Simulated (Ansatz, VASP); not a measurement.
One calculation of Pd, two programs

```xyz
4
Lattice="2.7809 0.0000 0.0000 -1.3904 2.4083 0.0000 0.0000 0.0000 9.1738" Properties=species:S:1:pos:R:3 pbc="T T T"
Pd    0.0000    0.0000    0.0000
Pd    0.0000    0.0000    4.5869
Pd    0.0000    1.6055    2.2935
Pd    1.3904    0.8028    6.8804
```

Alike in both runs: functional PBE; k mesh 18 × 18 × 6; occupations gaussian, width 0.1 eV; no spin polarisation.

Ansatz relaxed the structure, and its values are those at the end. VASP's run is a single point on that final structure, the one shown.

|  | VASP | Ansatz |
| --- | --- | --- |
| version | VASP 6.6.1 | Ansatz 0.2.0 |
| potentials or method | VASP PAW PBE potentials, release 64 (Pd), cutoff 520 eV | scalar-relativistic, plane waves, PAW |
| valence electrons in the cell | 40 | 72 |

```tsv
	VASP	Ansatz	Ansatz less VASP
gap on the k mesh at the Fermi level (eV)	none	none	-
pressure (GPa)	-0.3	-0.1	+0.29
```

A gap of «none» marks a metal or a gap that the smearing closes. The functional is the same, so the differences come from potentials, cutoffs and numerics. VASP's potentials hold 40 valence electrons a cell and Ansatz's 72, so a difference there can come from the potentials and not from the codes.
